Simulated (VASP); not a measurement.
# Y2LuN3 (P-3m1) in VASP: notebook

The runs below take Y2LuN3 through single point, with PBE.

All numbers are computed with VASP 6.6.1; they aren't measurements. Logs are shortened: lines on timing, memory, paths and dates and some standing lists are left out, and cuts for length are marked.

## Step 1: The cell of the first run

Symmetry: P-3m1, No. 164, trigonal system. The conventional cell has a = 3.401 Å, b = 3.401 Å, c = 8.331 Å, α = 90.00°, β = 90.00°, γ = 120.00°. Within 3.2 Å of Y (site symmetry 3m) lie 6 N at 2.42 Å. Within 3.1 Å of Lu (site symmetry -3m) lie 6 N at 2.38 Å. N (site symmetry 3m) has 3 Lu at 2.38 Å and 3 Y at 2.42 Å within 3.1 Å. Within 3.2 Å of N (site symmetry -3m) lie 6 Y at 2.42 Å.

## Step 2: Single point, PBE (13.91 Å³/atom)

The input, INCAR:

```
SYSTEM = Y2LuN3
  PREC = Accurate
  ENCUT = 520
  EDIFF = 1E-6
  ISMEAR = 0
  SIGMA = 0.01
  LREAL = .False.
  LASPH = .True.
  NELM = 100
  ALGO = Normal
  ISIF = 2
  LWAVE = .False.
  LCHARG = .True.
  GGA = PE
  LELF = .True.
  LVHAR = .True.
  NBANDS = 40
```

The input, KPOINTS:

```
regular mesh
0
Gamma
  12 12 4
  0 0 0
```

The input, POSCAR:

```
Y2LuN3
1.0
    3.4005028842      0.0000000286      0.0000000000
   -1.7002514669      2.9449218690      0.0000000000
    0.0000000000      0.0000000000      8.3312569245
Y Lu N
2 1 3
Direct
    0.3333333333      0.6666666667      0.6691085064
    0.6666666667      0.3333333333      0.3308914936
    0.0000000000      0.0000000000      0.0000000000
    0.3333333333      0.6666666667      0.1615844326
    0.6666666667      0.3333333333      0.8384155674
    0.0000000000      0.0000000000      0.5000000000
```

Potentials or basis: VASP PAW PBE potentials, release 64 (Y_sv, Lu, N).

Run with:

```bash
cat potpaw_PBE.64/Y_sv/POTCAR potpaw_PBE.64/Lu/POTCAR potpaw_PBE.64/N/POTCAR > POTCAR
mpirun -np 1 vasp_std > vasp.out
```

OUTCAR:

```text
SYSTEM = Y2LuN3
   PREC = Accurate
   ENCUT = 520
   EDIFF = 1E-6
   ISMEAR = 0
   LREAL = .False.
   LASPH = .True.
   NELM = 100
   ISIF = 2
   GGA = PE

 ion  position               nearest neighbor table
   1  0.333  0.667  0.669-   6 2.42   6 2.42   6 2.42   5 2.42   5 2.42   5 2.42   3 3.38   3 3.38
                             3 3.38   2 3.43   2 3.43   2 3.43
   2  0.667  0.333  0.331-   6 2.42   6 2.42   6 2.42   4 2.42   4 2.42   4 2.42   3 3.38   3 3.38
                             3 3.38   1 3.43   1 3.43   1 3.43
   3  0.000  0.000  0.000-   4 2.38   5 2.38   4 2.38   5 2.38   5 2.38   4 2.38   1 3.38   2 3.38
                             1 3.38   2 3.38   1 3.38   2 3.38
   4  0.333  0.667  0.162-   3 2.38   3 2.38   3 2.38   2 2.42   2 2.42   2 2.42
   5  0.667  0.333  0.838-   3 2.38   3 2.38   3 2.38   1 2.42   1 2.42   1 2.42
   6  0.000  0.000  0.500-   1 2.42   2 2.42   1 2.42   2 2.42   2 2.42   1 2.42

  LATTYP: Found a hexagonal cell.
 ALAT       =     3.4005028842
 C/A-ratio  =     2.4500073102

  Lattice vectors:

 A1 = (   3.4005028842,   0.0000000286,   0.0000000000)
 A2 = (  -1.7002514669,   2.9449218690,   0.0000000000)
 A3 = (   0.0000000000,   0.0000000000,   8.3312569245)

Analysis of symmetry for initial positions (statically):
=====================================================================
 Subroutine PRICEL returns:
 Original cell was already a primitive cell.

 Routine SETGRP: Setting up the symmetry group for a
 hexagonal supercell.

 Subroutine GETGRP returns: Found 12 space group operations
 (whereof 12 operations were pure point group operations)
 out of a pool of 24 trial point group operations.

The static configuration has the point symmetry D_3d.

Analysis of symmetry for dynamics (positions and initial velocities):
=====================================================================
 Subroutine PRICEL returns:
 Original cell was already a primitive cell.

 Routine SETGRP: Setting up the symmetry group for a
 hexagonal supercell.

 Subroutine GETGRP returns: Found 12 space group operations
 (whereof 12 operations were pure point group operations)
 out of a pool of 24 trial point group operations.

The dynamic configuration has the point symmetry D_3d.

 Subroutine INISYM returns: Found 12 space group operations
 (whereof 12 operations are pure point group operations),
 and found     1 'primitive' translations

----------------------------------------------------------------------------------------

                                     Primitive cell

  volume of cell :      83.4310

  direct lattice vectors                    reciprocal lattice vectors
     3.400502884  0.000000029  0.000000000     0.294074150  0.169783793  0.000000000
    -1.700251467  2.944921869  0.000000000    -0.000000003  0.339567581  0.000000000
     0.000000000  0.000000000  8.331256924     0.000000000  0.000000000  0.120029908

  length of vectors
     3.400502884  3.400502884  8.331256924     0.339567581  0.339567581  0.120029908

  position of ions in fractional coordinates (direct lattice)
     0.333333333  0.666666667  0.669108506
     0.666666667  0.333333333  0.330891494
     0.000000000  0.000000000  0.000000000
     0.333333333  0.666666667  0.161584433
     0.666666667  0.333333333  0.838415567
     0.000000000  0.000000000  0.500000000

  ion indices of the primitive-cell ions
   primitive index   ion index
                 1           1
                 2           2
                 3           3
                 4           4
                 5           5
                 6           6

----------------------------------------------------------------------------------------

 KPOINTS: regular mesh

Automatic generation of k-mesh.
 Grid dimensions read from file:
 generate k-points for:   12   12    4

 Generating k-lattice:

  Cartesian coordinates                     Fractional coordinates (reciprocal lattice)
     0.024506179  0.014148649  0.000000000     0.083333333  0.000000000  0.000000000
    -0.000000000  0.028297298  0.000000000     0.000000000  0.083333333  0.000000000
     0.000000000  0.000000000  0.030007477     0.000000000  0.000000000  0.250000000

  Length of vectors
     0.028297298  0.028297298  0.030007477

  Shift w.r.t. Gamma in fractional coordinates (k-lattice)
     0.000000000  0.000000000  0.000000000

 Subroutine IBZKPT returns following result:
 ===========================================

 Found     69 irreducible k-points:

 Following reciprocal coordinates:
            Coordinates               Weight
  0.000000  0.000000  0.000000      1.000000
  0.083333  0.000000  0.000000      6.000000
  0.166667  0.000000  0.000000      6.000000
  0.250000  0.000000  0.000000      6.000000
  0.333333  0.000000  0.000000      6.000000
  0.416667  0.000000  0.000000      6.000000
[... 16 lines left out ...]
  0.166667  0.000000  0.250000      6.000000
 -0.000000  0.166667  0.250000      6.000000
 [... further k-points ...]
   k-points           NKPTS =     69   k-points in BZ     NKDIM =     69   number of bands    NBANDS=     40
   number of dos      NEDOS =    301   number of ions     NIONS =      6
   total plane-waves  NPLWV =  50176
   dimension x,y,z NGX =    28 NGY =   28 NGZ =   64
   dimension x,y,z NGXF=    56 NGYF=   56 NGZF=  128
   ions per type =               2   1   3
   NGX,Y,Z   is equivalent  to a cutoff of  13.69, 13.69, 12.77 a.u.
   NGXF,Y,Z  is equivalent  to a cutoff of  27.38, 27.38, 25.54 a.u.
 SYSTEM =  Y2LuN3
   PREC   = accura    normal or accurate (medium, high low for compatibility)
   ISTART =      0    job   : 0-new  1-cont  2-samecut
   ICHARG =      2    charge: 1-file 2-atom 10-const
   ISPIN  =      1    spin polarized calculation?
   LNONCOLLINEAR =      F non collinear calculations
   LSORBIT =      F    spin-orbit coupling
   LASPH  =      T    aspherical Exc in radial PAW
   ENCUT  =  520.0 eV  38.22 Ry    6.18 a.u.   6.32  6.32 15.49*2*pi/ulx,y,z
   NELM   =    100;   NELMIN=  2; NELMDL= -5     # of ELM steps
   EDIFF  = 0.1E-05   stopping-criterion for ELM
   LREAL  =      F    real-space projection
   EDIFFG = 0.1E-04   stopping-criterion for IOM
   NSW    =      0    number of steps for IOM
   IBRION =     -1    ionic relax: 0-MD 1-quasi-New 2-CG
   NFREE  =      0    steps in history (QN), initial steepest desc. (CG)
   ISIF   =      2    stress and relaxation
   ISYM   =      2    0-nonsym 1-usesym 2-fastsym
   POTIM  = 0.5000    time-step for ionic-motion
   TEBEG  =    0.0;   TEEND  =   0.0 temperature during run
   PSTRESS=    0.0 pullay stress
   NELECT =      62.0000    total number of electrons
   NUPDOWN=      -1.0000    fix difference up-down
   EMIN   =  10.00;   EMAX   =-10.00  energy-range for DOS
   EFERMI =   0.00;   METHOD = LEGACY
   ISMEAR =     0;   SIGMA  =   0.01  broadening in eV -4-tet -1-fermi 0-gaus
   EFERMI_NEDOS =   21; number of points for ismear=-14 and -15
   IALGO  =     38    algorithm
   IMIX   =      4    mixing-type and parameters
     AMIX     =   0.40;   BMIX     =  1.00
     AMIX_MAG =   1.60;   BMIX_MAG =  1.00
  volume/ion in A,a.u.               =      13.91        93.84
  Fermi-wavevector in a.u.,A,eV,Ry     =   1.482847  2.802174 29.916956  2.198834
  Thomas-Fermi vector in A             =   2.596582
   LORBIT       =      0    0 simple, 1 ext, 2 COOP (PROOUT), +10 PAW based schemes
   GGA     = PE    functional components
   LHFCALC =     F    Hartree Fock is set to
   AEXX    =    0.0000 exact exchange contribution
   IVDW    =     0    specifies the selected vdW correction
   LEPSILON=     F    determine dielectric tensor
   LRPA    =     F    only Hartree local field effects (RPA)
 non-spin polarized calculation
 Gauss-broadening in eV      SIGMA  =   0.01
  energy-cutoff  :      520.00
  volume of cell :       83.43
 maximum number of plane-waves:      2267
 NGX is ok and might be reduce to    28
   NGX = 13   NGY = 13   NGZ = 31

 number of electron      62.0000004 magnetization

 Free energy of the ion-electron system (eV)
  ---------------------------------------------------
  ext. energy  EPLUGINS =         0.00000000
  ---------------------------------------------------
  free energy    TOTEN  =       -52.78421912 eV

  energy without entropy =      -52.78421099  energy(sigma->0) =      -52.78421505

 E-fermi :   4.1343     XC(G=0): -11.7577

 val. band max:        4.1205783503   @ k =   0.0000   0.0000   0.0000
 cond. band min:       4.1483233505   @ k =   0.5000   0.0000   0.0000
 fundamental gap:      0.0277450002
 Fermi energy:         4.1342627184

 k-point     1 :       0.0000    0.0000    0.0000
  band No.  band energies     occupation
      1     -50.2415      2.00000
      2     -36.6835      2.00000
      3     -36.6177      2.00000
      4     -21.1737      2.00000
      5     -20.7545      2.00000
      6     -20.7545      2.00000
[... 32 lines left out ...]
     39       9.3900      0.00000
     40       9.4205      0.00000

 k-point     2 :       0.0833    0.0000    0.0000
  band No.  band energies     occupation
      1     -50.2397      2.00000
      2     -36.6761      2.00000
      3     -36.6123      2.00000
      4     -21.1640      2.00000
      5     -20.7959      2.00000
      6     -20.7628      2.00000
[... 32 lines left out ...]
     39       9.6035      0.00000
     40       9.8537      0.00000

 k-point     3 :       0.1667    0.0000    0.0000
  band No.  band energies     occupation
      1     -50.2347      2.00000
      2     -36.6556      2.00000
      3     -36.5976      2.00000
      4     -21.1373      2.00000
      5     -20.9067      2.00000
      6     -20.7854      2.00000
[... 32 lines left out ...]
     39      10.1663      0.00000
     40      10.3949      0.00000

 k-point     4 :       0.2500    0.0000    0.0000
  band No.  band energies     occupation
      1     -50.2279      2.00000
      2     -36.6268      2.00000
      3     -36.5780      2.00000
      4     -21.1028      2.00000
      5     -21.0506      2.00000
      6     -20.8162      2.00000
[... 32 lines left out ...]
     39      10.1398      0.00000
     40      10.9641      0.00000
[... 772 lines left out ...]
     39       9.5498      0.00000
     40       9.5733      0.00000

 k-point    23 :       0.1667    0.0000    0.2500
  band No.  band energies     occupation
      1     -50.2347      2.00000
      2     -36.6557      2.00000
      3     -36.5975      2.00000
      4     -21.1378      2.00000
      5     -20.9065      2.00000
      6     -20.7855      2.00000
[... 32 lines left out ...]
     39       9.9441      0.00000
     40      10.0352      0.00000

 k-point    24 :      -0.0000    0.1667    0.2500
  band No.  band energies     occupation
      1     -50.2347      2.00000
      2     -36.6557      2.00000
      3     -36.5975      2.00000
      4     -21.1379      2.00000
      5     -20.9066      2.00000
      6     -20.7855      2.00000
[... 32 lines left out ...]
     39       9.7698      0.00000
     40       9.9817      0.00000

 [... further k-points ...]
[... 5 lines left out ...]
  --------------------------------------------------------------------------------------
  -------------------------------------------------------------------------------------
  Total        2.8091055      2.8091055      2.8093091     -0.0000000     -0.0000000      0.0000000
  in kB       53.9449983     53.9449983     53.9489065     -0.0000000     -0.0000000      0.0000000
  external PRESSURE =      53.9463011 kB  Pullay stress =       0.0000000 kB

 VOLUME and BASIS-vectors are now :
 -----------------------------------------------------------------------------
  energy-cutoff  :      520.00
  volume of cell :       83.43
      direct lattice vectors                 reciprocal lattice vectors
     3.400502884  0.000000029  0.000000000     0.294074150  0.169783793  0.000000000
    -1.700251467  2.944921869  0.000000000    -0.000000003  0.339567581  0.000000000
     0.000000000  0.000000000  8.331256924     0.000000000  0.000000000  0.120029908

 POSITION                                       TOTAL-FORCE (eV/Angst)
 -----------------------------------------------------------------------------------
     -0.00000      1.96328      5.57451        -0.000000      0.000000     -0.014068
      1.70025      0.98164      2.75674         0.000000     -0.000000      0.014068
      0.00000      0.00000      0.00000         0.000000     -0.000000      0.000000
     -0.00000      1.96328      1.34620         0.000000     -0.000000      0.051703
      1.70025      0.98164      6.98506        -0.000000      0.000000     -0.051703
      0.00000      0.00000      4.16563         0.000000     -0.000000      0.000000
 -----------------------------------------------------------------------------------
    total drift:                                0.000000      0.000000     -0.000000

  FREE ENERGIE OF THE ION-ELECTRON SYSTEM (eV)
  ---------------------------------------------------
  free  energy   TOTEN  =       -52.7842191221 eV

  energy  without entropy=      -52.7842109867  energy(sigma->0) =      -52.78421505
```

Run time: 2.9 min. Hardware: 1 thread of AMD EPYC 9R45 (Zen 5), shared host; peak memory 0.36 GiB.

What came out:

| Item | Value |
| --- | --- |
| Free energy | -52.7842 eV |
| Pressure | 5.4 GPa |
| Largest force | 0.052 eV/Å |
| Band gap on the k mesh | 0.03 eV (least direct gap 0.50 eV) |

Forces in eV/Å, atoms in the order of the input:
```
Y    0.000  0.000 -0.014
Y    0.000  0.000  0.014
Lu   0.000  0.000  0.000
N    0.000  0.000  0.052
N    0.000  0.000 -0.052
N    0.000  0.000  0.000
```

Caveat: the cell stands under pressure; spin-orbit coupling is left out, which moves the levels of the heavy elements.

## Step 3: Single point, PBE

This run uses another cell than the first one, of 14.34 Å³/atom.

The input, INCAR:

```
PREC = Accurate ; ENCUT = 520
EDIFF = 1E-6 ; ISMEAR = 0
SIGMA = 0.01 ; LREAL = F
LASPH = T ; NELM = 80
ALGO = Normal ; ISIF = 2
LWAVE = F ; LCHARG = T
GGA = PE ; LELF = T
LVHAR = T ; NBANDS = 40
```

The input, KPOINTS:

```
regular mesh
0
Gamma
  12 12 4
```

The input, POSCAR:

```
Y2LuN3
1.0
    3.4352121312      0.0000000289      0.0000000000
   -1.7176060906      2.9749809586      0.0000000000
    0.0000000000      0.0000000000      8.4162372000
Y Lu N
2 1 3
Direct
    0.3333333333      0.6666666667      0.6690290000
    0.6666666667      0.3333333333      0.3309710000
    0.0000000000      0.0000000000      0.0000000000
    0.3333333333      0.6666666667      0.1617350000
    0.6666666667      0.3333333333      0.8382650000
    0.0000000000      0.0000000000      0.5000000000
```

Potentials or basis: VASP PAW PBE potentials, release 64 (Y_sv, Lu, N).

Run with:

```bash
cat potpaw_PBE.64/Y_sv/POTCAR potpaw_PBE.64/Lu/POTCAR potpaw_PBE.64/N/POTCAR > POTCAR
mpirun -np 1 vasp_std > vasp.out
```

It took 3 min on 1 thread of AMD EPYC 9R45 (Zen 5), shared host; peak memory 0.36 GiB.

Results (log left out):

```yaml
Free_energy: -52.8300 eV
Pressure: 0.1 GPa
Largest_force: 0.051 eV/Å
Band_gap_on_the_k_mesh: 0.10 eV (least direct gap 0.59 eV)
```

Forces on the atoms (eV/Å):
```
Y    0.000  0.000 -0.007
Y    0.000  0.000  0.007
Lu   0.000  0.000  0.000
N    0.000  0.000  0.051
N    0.000  0.000 -0.051
N    0.000  0.000  0.000
```

Levels at points of the mesh, in eV from the valence-band top:
```
           k point  band 29  band 30  band 31  band 32  band 33  band 34
(0.00, 0.00, 0.00)     0.00     0.00     0.00     3.09     3.13     3.13
(0.50, 0.00, 0.00)    -1.77    -0.49    -0.49     0.10     3.76     4.06
(0.00, 0.00, 0.50)    -0.92    -0.72    -0.72     3.22     3.39     3.71
(0.50, 0.00, 0.50)    -1.54    -1.05    -1.02     1.48     1.56     5.73
```

Caveat: spin-orbit coupling is left out, which moves the levels of the heavy elements. A k mesh can miss the band edges.
